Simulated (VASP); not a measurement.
# LiCl (P6_3/mmc) in VASP: single point with PBE0

Aim: the single point of LiCl with PBE0.

All numbers are computed with VASP 6.6.1; they aren't measurements. Logs are shortened: lines on timing, memory, paths and dates and some standing lists are left out, and cuts for length are marked.

## (1) The cell of the first run

The structure is hexagonal, space group P6_3/mmc (No. 194). Conventional cell: a = 4.162 Å, b = 4.162 Å, c = 5.233 Å, α = 90.00°, β = 90.00°, γ = 120.00°. Within 3.2 Å of Li (site symmetry -6m2) lie 5 Cl at 2.40 to 2.62 Å. Within 3.2 Å of Cl (site symmetry -6m2) lie 5 Li at 2.40 to 2.62 Å.

## (2) Single point, PBE0

POSCAR reads:

```
LiCl
1.0
    4.1618736597      0.0000000000      0.0000000000
   -2.0809368298      3.6042883166      0.0000000000
    0.0000000000      0.0000000000      5.2325457839
Li Cl
2 2
Direct
    0.3333333333      0.6666666667      0.2500000000
    0.6666666667      0.3333333333      0.7500000000
    0.6666666667      0.3333333333      0.2500000000
    0.3333333333      0.6666666667      0.7500000000
```

INCAR.step1 reads:

```
  ALGO = Normal
  EDIFF = 1E-5
  ENCUT = 520
  GGA = PE
  ISIF = 2
  ISMEAR = 0
  KPAR = 4
  LASPH = True
  LCHARG = False
  LREAL = False
  LWAVE = True
  NBANDS = 18
  NELM = 100
  PREC = Accurate
  SIGMA = 0.01
```

INCAR.step2 reads:

```
  AEXX = 0.25
  ALGO = Normal
  EDIFF = 1E-6
  ENCUT = 520
  GGA = PE
  ISIF = 2
  ISMEAR = 0
  ISTART = 1
  KPAR = 4
  LASPH = True
  LCHARG = False
  LHFCALC = True
  LREAL = False
  LWAVE = False
  NBANDS = 18
  NELM = 100
  PREC = Accurate
  PRECFOCK = Normal
  SIGMA = 0.01
```

KPOINTS reads:

```
k-points
0
Gamma
  6 6 4
```

Potentials or basis: VASP PAW PBE potentials, release 64 (Li_sv, Cl).

Command:

```sh
$ cat potpaw_PBE.64/Li_sv/POTCAR potpaw_PBE.64/Cl/POTCAR > POTCAR
$ cp INCAR.step1 INCAR
$ mpirun -np 4 vasp_std > vasp.out
$ cp INCAR.step2 INCAR
$ mpirun -np 4 vasp_std > vasp.out
```

OUTCAR:

```text
AEXX = 0.25
   EDIFF = 1E-6
   ENCUT = 520
   GGA = PE
   ISIF = 2
   ISMEAR = 0
   ISTART = 1
   LASPH = True
   LHFCALC = True
   LREAL = False
   NELM = 100
   PREC = Accurate
   PRECFOCK = Normal

 ion  position               nearest neighbor table
   1  0.333  0.667  0.250-   3 2.40   3 2.40   3 2.40   4 2.62   4 2.62
   2  0.667  0.333  0.750-   4 2.40   4 2.40   4 2.40   3 2.62   3 2.62
   3  0.667  0.333  0.250-   1 2.40   1 2.40   1 2.40   2 2.62   2 2.62
   4  0.333  0.667  0.750-   2 2.40   2 2.40   2 2.40   1 2.62   1 2.62

  LATTYP: Found a hexagonal cell.
 ALAT       =     4.1618736597
 C/A-ratio  =     1.2572572384

  Lattice vectors:

 A1 = (   4.1618736597,   0.0000000000,   0.0000000000)
 A2 = (  -2.0809368298,   3.6042883166,   0.0000000000)
 A3 = (   0.0000000000,   0.0000000000,   5.2325457839)

Analysis of symmetry for initial positions (statically):
=====================================================================
 Subroutine PRICEL returns:
 Original cell was already a primitive cell.

 Routine SETGRP: Setting up the symmetry group for a
 hexagonal supercell.

 Subroutine GETGRP returns: Found 24 space group operations
 (whereof 12 operations were pure point group operations)
 out of a pool of 24 trial point group operations.

The static configuration has the point symmetry D_3d.
 The point group associated with its full space group is D_6h.

Analysis of symmetry for dynamics (positions and initial velocities):
=====================================================================
 Subroutine PRICEL returns:
 Original cell was already a primitive cell.

 Routine SETGRP: Setting up the symmetry group for a
 hexagonal supercell.

 Subroutine GETGRP returns: Found 24 space group operations
 (whereof 12 operations were pure point group operations)
 out of a pool of 24 trial point group operations.

The dynamic configuration has the point symmetry D_3d.
 The point group associated with its full space group is D_6h.

 Subroutine INISYM returns: Found 24 space group operations
 (whereof 12 operations are pure point group operations),
 and found     1 'primitive' translations

----------------------------------------------------------------------------------------

[... 98 lines left out ...]
   ISIF   =      2    stress and relaxation
   ISYM   =      3    0-nonsym 1-usesym 2-fastsym
   POTIM  = 0.5000    time-step for ionic-motion
   TEBEG  =    0.0;   TEEND  =   0.0 temperature during run
   PSTRESS=    0.0 pullay stress
   NELECT =      20.0000    total number of electrons
   NUPDOWN=      -1.0000    fix difference up-down
   EMIN   =  10.00;   EMAX   =-10.00  energy-range for DOS
   EFERMI =   0.00;   METHOD = LEGACY
   ISMEAR =     0;   SIGMA  =   0.01  broadening in eV -4-tet -1-fermi 0-gaus
   EFERMI_NEDOS =   21; number of points for ismear=-14 and -15
   IALGO  =     38    algorithm
   IMIX   =      1    mixing-type and parameters
     AMIX     =   0.40;   BMIX     =  1.00
     AMIX_MAG =   1.60;   BMIX_MAG =  1.00
  volume/ion in A,a.u.               =      19.62       132.42
  Fermi-wavevector in a.u.,A,eV,Ry     =   1.037873  1.961296 14.655937  1.077181
  Thomas-Fermi vector in A             =   2.172331
   LORBIT       =      0    0 simple, 1 ext, 2 COOP (PROOUT), +10 PAW based schemes
   GGA     = PE    functional components
   LHFCALC =     T    Hartree Fock is set to
   PRECFOCK=normal    Normal, Fast or Accurate (Low or Medium for compatibility)
   ENCUT4O =  -1.0   cutoff for four orbital integrals eV
   NKREDX  =     1    reduce k-point grid by
   NKREDY  =     1    reduce k-point grid by
   NKREDZ  =     1    reduce k-point grid by
   AEXX    =    0.2500 exact exchange contribution
   HFSCREEN=    0.0000 screening length (either q_TF or 0.3 A-1)
   HFSCREENC=   0.0000 screening length for correlation (either q_TF or 0.3 A-1)
   ENCUTFOCK=  -1.0 apply spherical cutoff to Coloumb kernel
   IVDW    =     0    specifies the selected vdW correction
   LEPSILON=     F    determine dielectric tensor
   LRPA    =     F    only Hartree local field effects (RPA)
 non-spin polarized calculation
 Gauss-broadening in eV      SIGMA  =   0.01
  energy-cutoff  :      520.00
  volume of cell :       78.49
 maximum number of plane-waves:      2149
 NGX is ok and might be reduce to    32
  NGX = 24; NGY = 24; NGZ = 30

 number of electron      19.9999992 magnetization

 Free energy of the ion-electron system (eV)
  ---------------------------------------------------
  ext. energy  EPLUGINS =         0.00000000
  ---------------------------------------------------
  free energy    TOTEN  =       -17.95859648 eV

  energy without entropy =      -17.95859648  energy(sigma->0) =      -17.95859648

 E-fermi :  -1.6476     XC(G=0):  -6.2270

 val. band max:       -1.6988402134   @ k =   0.0000   0.0000   0.0000
 cond. band min:       5.9811411137   @ k =   0.0000   0.0000   0.0000
 fundamental gap:      7.6799813271
 Fermi energy:        -1.6476052187

 k-point     1 :       0.0000    0.0000    0.0000
  band No.  band energies     occupation
      1     -47.9993      2.00000
      2     -47.9949      2.00000
      3     -16.3414      2.00000
      4     -15.5416      2.00000
      5      -4.7309      2.00000
      6      -3.1944      2.00000
[... 418 lines left out ...]
      5      -4.2509      2.00000
      6      -4.2509      2.00000
[... 10 lines left out ...]
     17      12.5389      0.00000
     18      12.5389      0.00000

------------------------ aborting loop because EDIFF is reached ----------------------------------------

  FORCE on cell =-STRESS in cart. coord.  units (eV):
  Direction    XX          YY          ZZ          XY          YZ          ZX
  --------------------------------------------------------------------------------------
  -------------------------------------------------------------------------------------
  Total       -0.0174747     -0.0174747     -0.0032572     -0.0000000     -0.0000000      0.0000000
  in kB       -0.3566971     -0.3566971     -0.0664860     -0.0000000     -0.0000000      0.0000000
  external PRESSURE =      -0.2599601 kB  Pullay stress =       0.0000000 kB

 VOLUME and BASIS-vectors are now :
 -----------------------------------------------------------------------------
  energy-cutoff  :      520.00
  volume of cell :       78.49
      direct lattice vectors                 reciprocal lattice vectors
     4.161873660  0.000000000  0.000000000     0.240276395  0.138723641  0.000000000
    -2.080936830  3.604288317  0.000000000     0.000000000  0.277447283  0.000000000
     0.000000000  0.000000000  5.232545784     0.000000000  0.000000000  0.191111562

 POSITION                                       TOTAL-FORCE (eV/Angst)
 -----------------------------------------------------------------------------------
     -0.00000      2.40286      1.30814        -0.000000      0.000000     -0.000000
      2.08094      1.20143      3.92441        -0.000000      0.000000     -0.000000
      2.08094      1.20143      1.30814        -0.000000      0.000000      0.000000
     -0.00000      2.40286      3.92441         0.000000     -0.000000      0.000000
 -----------------------------------------------------------------------------------
    total drift:                                0.000000      0.000000     -0.000000

  FREE ENERGIE OF THE ION-ELECTRON SYSTEM (eV)
  ---------------------------------------------------
  free  energy   TOTEN  =       -17.9585964840 eV

  energy  without entropy=      -17.9585964840  energy(sigma->0) =      -17.95859648
```

OSZICAR.step1:

```text
N       E                     dE             d eps       ncg     rms          rms(c)
DAV:   1     0.129553972471E+03    0.12955E+03   -0.89032E+03   756   0.106E+03
DAV:   2    -0.202139708024E+00   -0.12976E+03   -0.12382E+03   966   0.234E+02
DAV:   3    -0.146133088710E+02   -0.14411E+02   -0.14339E+02  1370   0.669E+01
DAV:   4    -0.149862213011E+02   -0.37291E+00   -0.37203E+00  1086   0.120E+01
DAV:   5    -0.150086476301E+02   -0.22426E-01   -0.22419E-01  1148   0.231E+00    0.334E+00
DAV:   6    -0.147690628270E+02    0.23958E+00   -0.38179E-01   866   0.293E+00    0.246E+00
DAV:   7    -0.147655211439E+02    0.35417E-02   -0.14093E-01  1050   0.180E+00    0.143E+00
DAV:   8    -0.147840351256E+02   -0.18514E-01   -0.26358E-02   878   0.101E+00    0.292E-01
DAV:   9    -0.147842035693E+02   -0.16844E-03   -0.12074E-03  1072   0.231E-01    0.843E-02
DAV:  10    -0.147852401491E+02   -0.10366E-02   -0.10686E-03   836   0.193E-01    0.145E-02
DAV:  11    -0.147852672576E+02   -0.27108E-04   -0.28881E-05  1030   0.356E-02    0.159E-02
DAV:  12    -0.147852802564E+02   -0.12999E-04   -0.16769E-05   820   0.244E-02    0.653E-03
DAV:  13    -0.147852797518E+02    0.50459E-06   -0.27702E-07   606   0.363E-03
   1 F= -.14785280E+02 E0= -.14785280E+02  d E =-.169859E-45
```

Run time: 17 min. Hardware: 4 MPI ranks of Intel Xeon Platinum 8259CL at 2.50GHz (Skylake/Cascade Lake), shared host; peak memory 0.22 GiB.

What came out:

* Free energy: -17.9586 eV
* Band gap on the k mesh: 7.68 eV

Levels at points of the mesh, in eV from the valence-band top:
| k point | band 7 | band 8 | band 9 | band 10 | band 11 | band 12 | band 13 | band 14 |
| --- | --- | --- | --- | --- | --- | --- | --- | --- |
| (0.00, 0.00, 0.00) | -1.50 | -0.65 | -0.65 | 0.00 | 7.68 | 10.16 | 10.98 | 10.98 |
| (0.50, 0.00, 0.00) | -2.02 | -1.54 | -1.07 | -0.70 | 9.34 | 10.68 | 10.99 | 12.59 |
| (0.00, 0.00, 0.50) | -1.08 | -1.08 | -1.08 | -1.08 | 9.69 | 9.69 | 11.00 | 11.00 |
| (0.50, 0.00, 0.50) | -1.43 | -1.43 | -0.53 | -0.53 | 9.30 | 9.30 | 11.47 | 11.47 |

Caveat: the cutoff is under 1.25 times the usual one of these potentials, so pressure, stress and relaxed cells hold a basis-set (Pulay) error; the PAW data sets were made with another functional, which shifts forces and pressure a little.
